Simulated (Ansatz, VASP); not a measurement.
# One calculation of AlN, two programs

```
Al N
1.0
     0.00000    2.18399    2.29319
     2.18399    0.00000    2.29319
     2.18399    2.18399    0.00000
Al N
1 1
Cartesian
  0.0000 0.0000 0.0000
  3.2760 3.2760 3.4398
```

Change from the starting cell: strain +0.0500 x Voigt [0, 0, 1, 0, 0, 0], atoms carried along.

Alike in both runs: task single point; functional r2SCAN; k mesh 10 × 10 × 10; occupations gaussian, width 0.05 eV; no spin polarisation.

|  | VASP | Ansatz |
| --- | --- | --- |
| version | VASP 6.6.1 | Ansatz 0.2.0 |
| potentials or method | VASP PAW PBE potentials, release 64 (Al, N), cutoff 520 eV | scalar-relativistic, plane waves, PAW |
| valence electrons in the cell | 8 | 8 |

```tsv
	VASP	Ansatz	Ansatz less VASP
gap on the k mesh at the Fermi level (eV)	3.74	3.75	+0.006
least direct gap on the mesh (eV)	4.35	4.31	-0.036
pressure (GPa)	-9.7	-9.3	+0.37
traceless stress, the component that is largest in VASP (GPa)	-5.60	-5.58	+0.019
```

VASP's potentials were made for PBE, not for r2SCAN. With one functional, cell and mesh, what is left measures potentials, basis and numerics.
